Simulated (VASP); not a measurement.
# C in VASP: a series of runs, part 2 of 2

VASP 6.6.1.

## Step 3: Single point, PBE (strained)

Input file INCAR:

```
PREC = Accurate
ENCUT = 520
EDIFF = 1E-6
ISMEAR = 0
SIGMA = 0.02
LREAL = False
LASPH = True
NELM = 100
ALGO = Normal
ISIF = 2
LWAVE = False
LCHARG = True
GGA = PE
LELF = True
LVHAR = True
NBANDS = 11
```

Input file KPOINTS:

```
Automatic mesh
0
Gamma
  14 14 14
```

Input file POSCAR:

```
C
1.0
    0.0000000000      2.2521739500      3.4790072400
    1.2886632000      0.0000000000      3.4790072400
    1.2886632000      2.2521739500      0.0000000000
C
2
Direct
    0.1431627127      0.8568372873      0.1431627127
    0.8568372873      0.1431627127      0.8568372873
```

Potentials or basis: VASP PAW PBE potentials, release 64 (C).

Run with:

```bash
> cat potpaw_PBE.64/C/POTCAR > POTCAR
> mpirun -np 1 vasp_std > vasp.out
```

Wall time 32 s (1 thread of Intel Xeon 6975P-C (Granite Rapids), shared host); peak memory 0.19 GiB.

Results (log left out):

```yaml
Free_energy: -17.2302 eV
Pressure: -14.2 GPa
Largest_force: 9.127 eV/Å
Band_gap_on_the_k_mesh: zero (bands 4 and 5 overlap by 1.02 eV)
```

Forces in eV/Å, atoms in the order of the input:
```
C    0.000  9.127  0.000
C    0.000 -9.127  0.000
```

Stress tensor (GPa, compression positive):
```
-28.14   0.00   0.00
  0.00 -16.33   0.00
  0.00   0.00   1.94
```

Levels at points of the mesh, in eV from the Fermi level:
```tsv
k point	band 1	band 2	band 3	band 4	band 5	band 6	band 7	band 8
(0.00, 0.00, 0.00)	-18.33	-5.64	-5.23	0.17	4.25	4.83	8.65	10.34
(0.50, 0.00, 0.00)	-14.29	-11.19	-5.91	-2.61	3.04	4.69	11.85	13.47
(0.50, 0.50, 0.00)	-18.09	-7.31	-5.19	0.12	4.19	8.51	10.20	10.38
(0.50, 0.00, 0.50)	-14.05	-12.66	-4.67	0.23	0.38	7.27	10.27	11.40
(0.00, 0.50, 0.50)	-13.93	-12.47	-4.72	-1.08	-0.79	6.96	13.53	15.83
```

Caveat: the cell differs from its parent crystal (strained); the cell stands under tension; this functional lacks dispersion, which binds the layers, so the pressure and a relaxed spacing across them are unreliable; forces of over 1 eV/Å act on the atoms, so gaps and moduli don't describe the material at rest.

## Step 4: Single point, PBE (strained and its atoms moved)

Input file INCAR:

```
  ALGO = Normal
  EDIFF = 1E-6
  ENCUT = 520
  GGA = PE
  ISIF = 2
  ISMEAR = 0
  LASPH = T
  LCHARG = F
  LREAL = F
  LWAVE = F
  NBANDS = 11
  NELM = 60
  PREC = Accurate
  SIGMA = 0.02
```

Input file KPOINTS:

```
k-points
0
Gamma
  14 14 14
```

Input file POSCAR:

```
C
1.0
   -0.0425400000      2.0405374500      3.2620568400
    1.2082292000     -0.0245600000      3.2620568400
    1.1656892000      2.0159774500      0.0000000000
C
2
Direct
    0.1790072848      0.8209927152      0.1664212471
    0.8209927152      0.1790072848      0.8335787529
```

Potentials or basis: VASP PAW PBE potentials, release 64 (C).

Run with:

```bash
> cat potpaw_PBE.64/C/POTCAR > POTCAR
> mpirun -np 1 vasp_std > vasp.out
```

OUTCAR:

```text
EDIFF = 1E-6
   ENCUT = 520
   GGA = PE
   ISIF = 2
   ISMEAR = 0
   LASPH = T
   LREAL = F
   NELM = 60
   PREC = Accurate

 ion  position               nearest neighbor table
   1  0.179  0.821  0.166-   2 1.36   2 1.37   2 1.41
   2  0.821  0.179  0.834-   1 1.36   1 1.37   1 1.41

  LATTYP: Found a base centered monoclinic cell.
 ALAT       =     2.4169575862
 B/A-ratio  =     2.6993083029
 C/A-ratio  =     0.9634975804
 COS(beta)  =    -0.4828710270
[... 524 lines left out ...]

 [... further k-points ...]

------------------------ aborting loop because EDIFF is reached ----------------------------------------

  FORCE on cell =-STRESS in cart. coord.  units (eV):
  Direction    XX          YY          ZZ          XY          YZ          ZX
  --------------------------------------------------------------------------------------
  -------------------------------------------------------------------------------------
  Total        4.5832863      5.3516295      0.5145413      1.7520430      0.0000000      0.0000000
  in kB      456.7265194    533.2922609     51.2742679    174.5918687      0.0000000      0.0000000
  external PRESSURE =     347.0976827 kB  Pullay stress =       0.0000000 kB

 VOLUME and BASIS-vectors are now :
 -----------------------------------------------------------------------------
  energy-cutoff  :      520.00
  volume of cell :       16.08
      direct lattice vectors                 reciprocal lattice vectors
    -0.042540000  2.040537450  3.262056840    -0.409021237  0.236506434  0.153277525
     1.208229200 -0.024560000  3.262056840     0.409021237 -0.236506434  0.153277525
     1.165689200  2.015977450  0.000000000     0.418987183  0.253768298 -0.153277525

 POSITION                                       TOTAL-FORCE (eV/Angst)
 -----------------------------------------------------------------------------------
      1.17833      0.68061      3.26206         1.364069     -2.739331      0.000000
      1.15305      3.35135      3.26206        -1.364069      2.739331      0.000000
 -----------------------------------------------------------------------------------
    total drift:                                0.000000      0.000000      0.000000

  FREE ENERGIE OF THE ION-ELECTRON SYSTEM (eV)
  ---------------------------------------------------
  free  energy   TOTEN  =       -18.1148608511 eV

  energy  without entropy=      -18.1148608511  energy(sigma->0) =      -18.11486085
```

stdout:

```text
POSCAR found type information on POSCAR C
 POSCAR found :  1 types and       2 ions
 scaLAPACK will be used
 LDA part: xc-table for (Slater+PW92), standard interpolation
 POSCAR, INCAR and KPOINTS ok, starting setup
 FFT: planning ... GRIDC
 FFT: planning ... GRID_SOFT
 FFT: planning ... GRID
 WAVECAR not read
 entering main loop
```

Wall time 58 s (1 thread of Intel Xeon 6975P-C (Granite Rapids), shared host); peak memory 0.22 GiB.

Results:

```yaml
Free_energy: -18.1149 eV
Pressure: 34.7 GPa
Largest_force: 3.060 eV/Å
```

Forces in eV/Å, atoms in the order of the input:
```
C    1.364 -2.739  0.000
C   -1.364  2.739  0.000
```

Stress tensor (GPa, compression positive):
```
45.67 17.46  0.00
17.46 53.33  0.00
 0.00  0.00  5.13
```

Caveat: the cell differs from its parent crystal (strained and its atoms moved); the cell stands under pressure; this functional lacks dispersion, which binds the layers, so the pressure and a relaxed spacing across them are unreliable; forces of over 1 eV/Å act on the atoms, so gaps and moduli don't describe the material at rest.

## Step 5: Summary

```tsv
cell	gap on the mesh (eV)	pressure (GPa)	largest force (eV/Å)
a = 4.085, b = 3.668, c = 2.554 Å, angles 79.9, 62.1, 38.0°, 2 atoms, atomic positions A	none	-22.2	2.72
a = 4.144, b = 3.710, c = 2.595 Å, angles 80.1, 61.9, 38.1°, 2 atoms, atomic positions B	none	-14.2	9.13
a = 3.848, b = 3.479, c = 2.329 Å, angles 80.3, 63.0, 38.1°, 2 atoms, atomic positions C	-	34.7	3.06
```

Alike in all rows: task single point; level PBE; potentials or basis VASP PAW PBE potentials, release 64 (C); no spin polarisation; k mesh 14 × 14 × 14; cutoff (eV) 520; smearing gaussian 0.02 eV.

Caveats: this functional lacks dispersion, which binds the layers, so the pressure and a relaxed spacing across them are unreliable; forces of over 1 eV/Å act on the atoms, so gaps and moduli don't describe the material at rest; the cell stands under tension (at least some runs); the cell stands under pressure (at least some runs).

Total energies depend on the potentials used, so only differences within one code and one set of settings carry meaning.
